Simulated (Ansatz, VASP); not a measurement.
# Two plane-wave programs on Si

```
CELL_PARAMETERS angstrom
6.63600 0.00000 0.00000
0.00000 6.63600 0.00000
0.00000 0.00000 6.63600
ATOMIC_POSITIONS crystal
Si 0.10158 0.10158 0.10158
Si 0.60158 0.60158 0.60158
Si 0.89842 0.39842 0.10158
Si 0.39842 0.89842 0.60158
Si 0.10158 0.89842 0.39842
Si 0.60158 0.39842 0.89842
Si 0.39842 0.10158 0.89842
Si 0.89842 0.60158 0.39842
Si 0.39842 0.39842 0.39842
Si 0.89842 0.89842 0.89842
Si 0.10158 0.60158 0.89842
Si 0.60158 0.10158 0.39842
Si 0.89842 0.10158 0.60158
Si 0.39842 0.60158 0.10158
Si 0.60158 0.89842 0.10158
Si 0.10158 0.39842 0.60158
```

Alike in both runs: task electric field gradients; functional PBE; k mesh 4 × 4 × 4; occupations fermi-dirac, width 0.05 eV; no spin polarisation.

```csv
,VASP,Ansatz
version,VASP 6.6.1,Ansatz 0.2.0
potentials or method,"VASP PAW PBE potentials, release 64 (Si)","plane-wave PAW, scalar-relativistic"
plane-wave cutoff (eV),520,420
valence electrons in the cell,64,64
```

Ansatz gave:

| Quantity | Value |
| --- | --- |
| rms of the force components (eV/Å) | 0.012 |
| size of Vzz on the site where it differs most (V/Å²) | 11.0 |

Question: Estimate VASP's values.

Answer: rms of the force components (eV/Å): 0.011; size of Vzz on the site where it differs most (V/Å²): 10.9.

Atom by atom the forces differ by 0.001 eV/Å (rms over components). The functional is the same, so the differences come from potentials, cutoffs and numerics.
